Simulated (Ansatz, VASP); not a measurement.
H in VASP and in Ansatz

```
H
1.0
     1.79449   -2.90390   -0.00854
     1.75270    2.87792    0.00261
    -0.01133    0.01325    6.74429
H
4
Direct
  0.54513 0.35322 0.03180
  0.44940 0.46505 0.96467
  0.54547 0.68824 0.46697
  0.46000 0.49348 0.53657
```

Change from the starting cell: all atoms moved at random, sigma 0.4 Å a component; relaxed back.

Alike in both runs: functional PBE; k mesh 8 × 8 × 4; occupations gaussian, width 0.05 eV; no spin polarisation.

Ansatz relaxed the structure, and its values are those at the end. VASP's run is a single point on that final structure, the one shown.

|  | VASP | Ansatz |
| --- | --- | --- |
| version | VASP 6.6.1 | Ansatz 0.2.0 |
| potentials or method | VASP PAW PBE potentials, release 64 (H), cutoff 520 eV | scalar-relativistic, plane waves, PAW |
| valence electrons in the cell | 4 | 4 |

```csv
,VASP,Ansatz,Ansatz less VASP
gap on the k mesh at the Fermi level (eV),8.82,8.82,+0.001
least direct gap on the mesh (eV),9.40,9.40,0.000
pressure (GPa),-0.1,0.0,+0.15
rms of the force components (eV/Å),0.003,0.003,0.0000
```

The functional is the same, so the differences come from potentials, cutoffs and numerics.
